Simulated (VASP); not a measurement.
# Rb (Cmce) in VASP: single point with PBEsol

Aim: the single point of Rb with PBEsol.

Program: VASP 6.6.1. These are calculated values, not measurements. Logs are shortened: lines on timing, memory, paths and dates and some standing lists are left out, and cuts for length are marked.

### 1 The cell of the first run

The typed cell holds 4 atoms: a = 4.881 Å, b = 4.881 Å, c = 14.633 Å, α = 90.00°, β = 90.00°, γ = 84.01°.

### 2 Single point, PBEsol

Contents of INCAR:

```
  ALGO = Normal
  EDIFF = 1E-6
  ENCUT = 520
  GGA = PS
  ISIF = 2
  ISMEAR = 0
  LASPH = True
  LCHARG = False
  LREAL = False
  LWAVE = False
  NBANDS = 26
  NELM = 100
  PREC = Accurate
  SIGMA = 0.1
```

Contents of KPOINTS:

```
k-points
0
Gamma
  10 10 4
```

Contents of POSCAR:

```
Rb
1.0
    3.6266352238     -3.2660575463      0.0000000000
    3.6266352238      3.2660575463      0.0000000000
    0.0000000000      0.0000000000     14.6325941189
Rb
4
Direct
    0.7498688600      0.2501311400      0.1250229735
    0.7501311400      0.2498688600      0.6250229735
    0.2501311400      0.7498688600      0.8749770265
    0.2498688600      0.7501311400      0.3749770265
```

Potentials or basis: VASP PAW PBE potentials, release 64 (Rb_sv).

The run is started by

```
> cat potpaw_PBE.64/Rb_sv/POTCAR > POTCAR
> mpirun -np 1 vasp_std > vasp.out
```

OUTCAR:

```text
EDIFF = 1E-6
   ENCUT = 520
   GGA = PS
   ISIF = 2
   ISMEAR = 0
   LASPH = True
   LREAL = False
   NELM = 100
   PREC = Accurate

 ion  position               nearest neighbor table
   1  0.750  0.250  0.125-   3 4.90   4 4.90   4 4.90   3 4.91   4 5.15   4 5.15   3 5.15   3 5.15

   2  0.750  0.250  0.625-   4 4.90   3 4.90   3 4.90   4 4.91   3 5.15   3 5.15   4 5.15   4 5.15

   3  0.250  0.750  0.875-   1 4.90   2 4.90   2 4.90   1 4.91   2 5.15   2 5.15   1 5.15   1 5.15

   4  0.250  0.750  0.375-   2 4.90   1 4.90   1 4.90   2 4.91   1 5.15   1 5.15   2 5.15   2 5.15

  LATTYP: Found a base centered orthorhombic cell.
 ALAT       =     6.5321150926
 B/A-ratio  =     1.1104015077
 C/A-ratio  =     2.2401004746

  Lattice vectors:

 A1 = (  -3.6266352238,  -3.2660575463,   0.0000000000)
 A2 = (   3.6266352238,  -3.2660575463,   0.0000000000)
 A3 = (   0.0000000000,   0.0000000000,  14.6325941189)

Analysis of symmetry for initial positions (statically):
=====================================================================
 Subroutine PRICEL returns:
 Original cell was already a primitive cell.

 Routine SETGRP: Setting up the symmetry group for a
 base centered orthorhombic supercell.

 Subroutine GETGRP returns: Found  8 space group operations
 (whereof  4 operations were pure point group operations)
 out of a pool of  8 trial point group operations.

The static configuration has the point symmetry C_2h.
 The point group associated with its full space group is D_2h.

Analysis of symmetry for dynamics (positions and initial velocities):
=====================================================================
 Subroutine PRICEL returns:
 Original cell was already a primitive cell.

 Routine SETGRP: Setting up the symmetry group for a
 base centered orthorhombic supercell.

 Subroutine GETGRP returns: Found  8 space group operations
 (whereof  4 operations were pure point group operations)
 out of a pool of  8 trial point group operations.

The dynamic configuration has the point symmetry C_2h.
 The point group associated with its full space group is D_2h.

 Subroutine INISYM returns: Found  8 space group operations
 (whereof  4 operations are pure point group operations),
 and found     1 'primitive' translations

----------------------------------------------------------------------------------------

                                     Primitive cell

  volume of cell :     346.6403

  direct lattice vectors                    reciprocal lattice vectors
     3.626635224 -3.266057546  0.000000000     0.137868842 -0.153089770  0.000000000
     3.626635224  3.266057546  0.000000000     0.137868842  0.153089770  0.000000000
     0.000000000  0.000000000 14.632594119     0.000000000  0.000000000  0.068340582

  length of vectors
     4.880534289  4.880534289 14.632594119     0.206020134  0.206020134  0.068340582

  position of ions in fractional coordinates (direct lattice)
     0.749868860  0.250131140  0.125022974
     0.750131140  0.249868860  0.625022974
     0.250131140  0.749868860  0.874977026
     0.249868860  0.750131140  0.374977026

  ion indices of the primitive-cell ions
   primitive index   ion index
                 1           1
                 2           2
                 3           3
                 4           4

----------------------------------------------------------------------------------------

 KPOINTS: k-points

Automatic generation of k-mesh.
 Grid dimensions read from file:
 generate k-points for:   10   10    4

 Generating k-lattice:

  Cartesian coordinates                     Fractional coordinates (reciprocal lattice)
     0.013786884 -0.015308977  0.000000000     0.100000000  0.000000000  0.000000000
     0.013786884  0.015308977  0.000000000     0.000000000  0.100000000  0.000000000
     0.000000000  0.000000000  0.017085146     0.000000000  0.000000000  0.250000000

  Length of vectors
     0.020602013  0.020602013  0.017085146

  Shift w.r.t. Gamma in fractional coordinates (k-lattice)
     0.000000000  0.000000000  0.000000000

 Subroutine IBZKPT returns following result:
 ===========================================

 Found     93 irreducible k-points:

 Following reciprocal coordinates:
            Coordinates               Weight
  0.000000  0.000000  0.000000      1.000000
  0.100000  0.000000  0.000000      4.000000
  0.200000  0.000000  0.000000      4.000000
  0.300000  0.000000  0.000000      4.000000
  0.400000  0.000000  0.000000      4.000000
  0.500000 -0.000000  0.000000      2.000000
[... 16 lines left out ...]
  0.300000  0.300000  0.000000      2.000000
  0.400000  0.300000  0.000000      4.000000
 [... further k-points ...]
   k-points           NKPTS =     93   k-points in BZ     NKDIM =     93   number of bands    NBANDS=     26
   number of dos      NEDOS =    301   number of ions     NIONS =      4
   total plane-waves  NPLWV = 145152
   dimension x,y,z NGX =    36 NGY =   36 NGZ =  112
   dimension x,y,z NGXF=    72 NGYF=   72 NGZF=  224
   ions per type =               4
   NGX,Y,Z   is equivalent  to a cutoff of  12.26, 12.26, 12.72 a.u.
   NGXF,Y,Z  is equivalent  to a cutoff of  24.53, 24.53, 25.45 a.u.
 SYSTEM =  unknown system
   PREC   = accura    normal or accurate (medium, high low for compatibility)
   ISTART =      0    job   : 0-new  1-cont  2-samecut
   ICHARG =      2    charge: 1-file 2-atom 10-const
   ISPIN  =      1    spin polarized calculation?
   LNONCOLLINEAR =      F non collinear calculations
   LSORBIT =      F    spin-orbit coupling
   LASPH  =      T    aspherical Exc in radial PAW
   ENCUT  =  520.0 eV  38.22 Ry    6.18 a.u.   9.07  9.07 27.21*2*pi/ulx,y,z
   NELM   =    100;   NELMIN=  2; NELMDL= -5     # of ELM steps
   EDIFF  = 0.1E-05   stopping-criterion for ELM
   LREAL  =      F    real-space projection
   EDIFFG = 0.1E-04   stopping-criterion for IOM
   NSW    =      0    number of steps for IOM
   IBRION =     -1    ionic relax: 0-MD 1-quasi-New 2-CG
   NFREE  =      0    steps in history (QN), initial steepest desc. (CG)
   ISIF   =      2    stress and relaxation
   ISYM   =      2    0-nonsym 1-usesym 2-fastsym
   POTIM  = 0.5000    time-step for ionic-motion
   TEBEG  =    0.0;   TEEND  =   0.0 temperature during run
   PSTRESS=    0.0 pullay stress
   NELECT =      36.0000    total number of electrons
   NUPDOWN=      -1.0000    fix difference up-down
   EMIN   =  10.00;   EMAX   =-10.00  energy-range for DOS
   EFERMI =   0.00;   METHOD = LEGACY
   ISMEAR =     0;   SIGMA  =   0.10  broadening in eV -4-tet -1-fermi 0-gaus
   EFERMI_NEDOS =   21; number of points for ismear=-14 and -15
   IALGO  =     38    algorithm
   IMIX   =      4    mixing-type and parameters
     AMIX     =   0.40;   BMIX     =  1.00
     AMIX_MAG =   1.60;   BMIX_MAG =  1.00
  volume/ion in A,a.u.               =      86.66       584.81
  Fermi-wavevector in a.u.,A,eV,Ry     =   0.769513  1.454169  8.056694  0.592150
  Thomas-Fermi vector in A             =   1.870518
   LORBIT       =      0    0 simple, 1 ext, 2 COOP (PROOUT), +10 PAW based schemes
   GGA     = PS    functional components
   LHFCALC =     F    Hartree Fock is set to
   AEXX    =    0.0000 exact exchange contribution
   IVDW    =     0    specifies the selected vdW correction
   LEPSILON=     F    determine dielectric tensor
   LRPA    =     F    only Hartree local field effects (RPA)
 non-spin polarized calculation
 Gauss-broadening in eV      SIGMA  =   0.10
  energy-cutoff  :      520.00
  volume of cell :      346.64
 maximum number of plane-waves:      9381
   NGX = 19   NGY = 19   NGZ = 55

 number of electron      36.0000000 magnetization

 Free energy of the ion-electron system (eV)
  ---------------------------------------------------
  ext. energy  EPLUGINS =         0.00000000
  ---------------------------------------------------
  free energy    TOTEN  =        -4.10449046 eV

  energy without entropy =       -4.08499942  energy(sigma->0) =       -4.09474494

 E-fermi :   0.0456     XC(G=0):  -5.6435

 val. band max:        0.0084184478   @ k =  -0.4000   0.1000   0.0000
 cond. band min:       0.0483879432   @ k =   0.2000   0.0000   0.5000
 fundamental gap:      0.0399694954
 Fermi energy:         0.0455685432

 k-point     1 :       0.0000    0.0000    0.0000
  band No.  band energies     occupation
      1     -28.7726      2.00000
      2     -28.7698      2.00000
      3     -28.7698      2.00000
      4     -28.7669      2.00000
      5     -12.9218      2.00000
      6     -12.8702      2.00000
[... 18 lines left out ...]
     25       2.9500      0.00000
     26       2.9515      0.00000

 k-point     2 :       0.1000    0.0000    0.0000
  band No.  band energies     occupation
      1     -28.7723      2.00000
      2     -28.7696      2.00000
      3     -28.7696      2.00000
      4     -28.7668      2.00000
      5     -12.9186      2.00000
      6     -12.8747      2.00000
[... 18 lines left out ...]
     25       2.9246      0.00000
     26       2.9258      0.00000

 k-point     3 :       0.2000    0.0000    0.0000
  band No.  band energies     occupation
      1     -28.7714      2.00000
      2     -28.7690      2.00000
      3     -28.7690      2.00000
      4     -28.7667      2.00000
      5     -12.9093      2.00000
      6     -12.8881      2.00000
[... 18 lines left out ...]
     25       2.9736      0.00000
     26       2.9742      0.00000

 k-point     4 :       0.3000    0.0000    0.0000
  band No.  band energies     occupation
      1     -28.7701      2.00000
      2     -28.7684      2.00000
      3     -28.7684      2.00000
      4     -28.7667      2.00000
      5     -12.9070      2.00000
      6     -12.9070      2.00000
[... 18 lines left out ...]
     25       2.5576      0.00000
     26       3.0774      0.00000

 k-point     5 :       0.4000    0.0000    0.0000
  band No.  band energies     occupation
      1     -28.7688      2.00000
      2     -28.7679      2.00000
      3     -28.7679      2.00000
      4     -28.7670      2.00000
      5     -12.9231      2.00000
      6     -12.9231      2.00000
[... 18 lines left out ...]
     25       2.1331      0.00000
     26       2.7524      0.00000

 k-point     6 :       0.5000   -0.0000    0.0000
  band No.  band energies     occupation
      1     -28.7677      2.00000
      2     -28.7677      2.00000
      3     -28.7677      2.00000
      4     -28.7677      2.00000
      5     -12.9294      2.00000
      6     -12.9294      2.00000
[... 427 lines left out ...]
 k-point    21 :      -0.3000    0.2000    0.0000
  band No.  band energies     occupation
      1     -28.7686      2.00000
      2     -28.7677      2.00000
      3     -28.7677      2.00000
      4     -28.7668      2.00000
      5     -12.9053      2.00000
      6     -12.9053      2.00000
[... 18 lines left out ...]
     25       2.3860      0.00000
     26       2.4261      0.00000

 k-point    22 :      -0.2000    0.2000    0.0000
  band No.  band energies     occupation
      1     -28.7699      2.00000
      2     -28.7683      2.00000
      3     -28.7683      2.00000
      4     -28.7668      2.00000
      5     -12.8964      2.00000
      6     -12.8963      2.00000
[... 18 lines left out ...]
     25       2.4698      0.00000
     26       2.4702      0.00000

 k-point    23 :       0.3000    0.3000    0.0000
  band No.  band energies     occupation
      1     -28.7687      2.00000
      2     -28.7671      2.00000
      3     -28.7671      2.00000
      4     -28.7654      2.00000
      5     -12.8991      2.00000
      6     -12.8899      2.00000
[... 18 lines left out ...]
     25       2.1723      0.00000
     26       2.1726      0.00000

 k-point    24 :       0.4000    0.3000    0.0000
  band No.  band energies     occupation
      1     -28.7678      2.00000
      2     -28.7665      2.00000
      3     -28.7665      2.00000
      4     -28.7653      2.00000
      5     -12.9081      2.00000
      6     -12.9022      2.00000
[... 18 lines left out ...]
     25       2.1689      0.00000
     26       2.1776      0.00000

 [... further k-points ...]
[... 5 lines left out ...]
  --------------------------------------------------------------------------------------
  -------------------------------------------------------------------------------------
  Total       -0.0025504      0.0453877     -0.0531991      0.0000000      0.0000000      0.0000000
  in kB       -0.0117882      0.2097828     -0.2458873      0.0000000      0.0000000      0.0000000
  external PRESSURE =      -0.0159642 kB  Pullay stress =       0.0000000 kB

 VOLUME and BASIS-vectors are now :
 -----------------------------------------------------------------------------
  energy-cutoff  :      520.00
  volume of cell :      346.64
      direct lattice vectors                 reciprocal lattice vectors
     3.626635224 -3.266057546  0.000000000     0.137868842 -0.153089770  0.000000000
     3.626635224  3.266057546  0.000000000     0.137868842  0.153089770  0.000000000
     0.000000000  0.000000000 14.632594119     0.000000000  0.000000000  0.068340582

 POSITION                                       TOTAL-FORCE (eV/Angst)
 -----------------------------------------------------------------------------------
      3.62664     -1.63217      1.82941         0.000000     -0.000150     -0.000268
      3.62664     -1.63389      9.14571         0.000000      0.000150     -0.000268
      3.62664      1.63217     12.80318         0.000000      0.000150      0.000268
      3.62664      1.63389      5.48689         0.000000     -0.000150      0.000268
 -----------------------------------------------------------------------------------
    total drift:                                0.000000     -0.000000     -0.000000

  FREE ENERGIE OF THE ION-ELECTRON SYSTEM (eV)
  ---------------------------------------------------
  free  energy   TOTEN  =        -4.1044904605 eV

  energy  without entropy=       -4.0849994237  energy(sigma->0) =       -4.09474494
```

Wall time 5 min (1 thread of Intel Xeon 6975P-C (Granite Rapids), shared host); peak memory 0.75 GiB.

What came out:

```
Free energy            : -4.1045 eV
Pressure               : 0.0 GPa
Band gap on the k mesh : zero (bands 18 and 19 overlap by 2.06 eV)
```

Caveat: the PAW data sets were made with another functional, which shifts forces and pressure a little.

The gap in the log of VASP goes by the Fermi energy; the results here count the filled bands.